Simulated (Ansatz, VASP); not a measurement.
# One calculation of AlRu, two programs

POSCAR

```
AlRu
1.0
    2.9916000000      0.0000000000      0.0000000000
    0.0000000000      2.9916000000      0.0000000000
    0.0000000000      0.0000000000      2.9168100000
Al Ru
1 1
Direct
    0.0000000000      0.0000000000      0.0000000000
    0.5000000000      0.5000000000      0.5000000000
```

File INCAR.step1:

```
PREC     = Accurate       # precision mode
ENCUT    = 520            # plane-wave cutoff, eV
ISMEAR   = 0              # smearing method
SIGMA    = 0.15           # smearing width, eV
LREAL    = False          # projectors in reciprocal space
LASPH    = True           # aspherical terms in the spheres
NELM     = 60             # most SCF steps
NBANDS   = 16             # bands
GGA      = PE             # functional
ALGO     = Normal         # electronic algorithm
EDIFF    = 1E-4           # SCF threshold, eV
LWAVE    = True           # write WAVECAR
LCHARG   = False          # write CHGCAR
```

Contents of INCAR.step2:

```
PREC     = Accurate       # precision mode
ENCUT    = 520            # plane-wave cutoff, eV
EDIFF    = 1E-6           # SCF threshold, eV
ISMEAR   = 0              # smearing method
SIGMA    = 0.15           # smearing width, eV
LREAL    = False          # projectors in reciprocal space
LASPH    = True           # aspherical terms in the spheres
NELM     = 60             # most SCF steps
ALGO     = Normal         # electronic algorithm
ISIF     = 2              # what is computed and relaxed
LWAVE    = False          # write WAVECAR
LCHARG   = False          # write CHGCAR
METAGGA  = R2SCAN         # meta-GGA
LMIXTAU  = True         
NBANDS   = 16             # bands
ISTART   = 1
```

KPOINTS

```
regular mesh
0
Gamma
  16 16 16
```

Input for Ansatz:

```yaml
crystal:
  lattice:
    - [2.9916, 0.0, 0.0]
    - [0.0, 2.9916, 0.0]
    - [0.0, 0.0, 2.91681]
  atoms:
    - { symbol: Al, position: [0.0, 0.0, 0.0] }
    - { symbol: Ru, position: [0.5, 0.5, 0.5] }
basis:
  ecutwfc: 500
kpoints:
  mp_grid: { grid: [16, 16, 16] }
hamiltonian:
  xc: r2scan
scf:
  occupations: { method: gaussian, width: 0.15 }
output:
  forces: true
  stress: true
  eigenvalues: true
```

Change from the starting cell: strain +0.000 along x and y, -0.025 along z, atoms carried along.

Alike in both runs: task single point; functional r2SCAN; k mesh 16 × 16 × 16; occupations gaussian, width 0.15 eV; no spin polarisation.

```csv
,VASP,Ansatz
version,VASP 6.6.1,Ansatz 0.2.0
potentials or method,"VASP PAW PBE potentials, release 64 (Al, Ru_pv), cutoff 520 eV","scalar-relativistic, plane waves, PAW"
valence electrons in the cell,17,19
```

VASP gave:

```
gap on the k mesh at the Fermi level (eV)                     : none
pressure (GPa)                                                : 4.0
traceless stress, the component that is largest in VASP (GPa) : 3.41
```

Estimate Ansatz's values.

gap on the k mesh at the Fermi level (eV): none; pressure (GPa): 3.8; traceless stress, the component that is largest in VASP (GPa): 3.40.

VASP's potentials were made for PBE, not for r2SCAN. A gap of «none» marks a metal or a gap that the smearing closes. With one functional, cell and mesh, what is left measures potentials, basis and numerics. VASP's potentials hold 17 valence electrons a cell and Ansatz's 19, so a difference there can come from the potentials and not from the codes.
